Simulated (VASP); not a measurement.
A run of VASP 6.6.1 is set up as follows.

The input INCAR:

```
SYSTEM = Ag2IBr
PREC = Accurate
ENCUT = 520
EDIFF = 1E-7
ISMEAR = 0
SIGMA = 0.01
LREAL = .FALSE.
LASPH = .TRUE.
NELM = 60
ALGO = Normal
ISIF = 2
LWAVE = .FALSE.
LCHARG = .FALSE.
GGA = PE
NBANDS = 26
```

The input KPOINTS:

```
regular mesh
0
G
  6 6 4
  0 0 0
```

File POSCAR:

```
Ag2IBr
1.0
    4.1860730232      0.0000000000      0.0000000000
    0.0000000000      4.1860730232      0.0000000000
    0.0000000000      0.0000000000      5.8261930229
Br Ag I
1 2 1
Direct
    0.0000000000      0.0000000000      0.0000000000
    0.0000000000      0.0000000000      0.5000000000
    0.5000000000      0.5000000000      0.0000000000
    0.5000000000      0.5000000000      0.5000000000
```

Potentials or basis: VASP PAW PBE potentials, release 64 (Br, Ag, I).

Run with:

```console
$ cat potpaw_PBE.64/Br/POTCAR potpaw_PBE.64/Ag/POTCAR potpaw_PBE.64/I/POTCAR > POTCAR
$ mpirun -np 1 vasp_std > vasp.out
```

**Question.** Predict the pressure.

**Answer.** 2.6 GPa.

**Question.** Predict the band gap on the k mesh.

**Answer.** 0.45 eV (least direct gap 2.41 eV).

Stress tensor (GPa, compression positive):
```
2.53 0.00 0.00
0.00 2.53 0.00
0.00 0.00 2.70
```

Caveat: spin-orbit coupling is left out, which moves the levels of the heavy elements. A k mesh can miss the band edges.
